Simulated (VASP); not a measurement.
Here is a VASP 6.6.1 calculation.

File INCAR:

```
PREC = Accurate ; ENCUT = 520
EDIFF = 1E-8 ; ISMEAR = 0
SIGMA = 0.01 ; LREAL = False
LASPH = True ; NELM = 100
ALGO = Normal ; ISIF = 2
LWAVE = False ; LCHARG = False
GGA = PS ; LEPSILON = True
```

KPOINTS

```
regular mesh
0
Gamma
  6 6 4
```

File POSCAR:

```
La2O3
1.0
    3.9307800000      0.0000000000      0.0000000000
   -1.9653900000      3.4041500000      0.0000000000
    0.0000000000      0.0000000000      6.1119500000
La O
2 3
Direct
    0.6666666667      0.3333333333      0.7537600000
    0.3333333333      0.6666666667      0.2462400000
    0.6666666667      0.3333333333      0.3541100000
    0.3333333333      0.6666666667      0.6458900000
    0.0000000000      0.0000000000      0.0000000000
```

Potentials or basis: VASP PAW PBE potentials, release 64 (La, O).

Run with:

```sh
$ cat potpaw_PBE.64/La/POTCAR potpaw_PBE.64/O/POTCAR > POTCAR
$ mpirun -np 1 vasp_std > vasp.out
```

(1) Predict the electronic dielectric tensor (diagonal).

(2) Predict the Born charges (mean of the diagonal).

(3) What does it give for the band gap on the k mesh?

Results:

(1) 4.87, 4.87, 4.78.

(2) La +4.07; O -2.75, -2.66 (each value once) e.

(3) 3.78 eV (least direct gap 3.88 eV).

Caveat: spin-orbit coupling is left out, which moves the levels of the heavy elements.
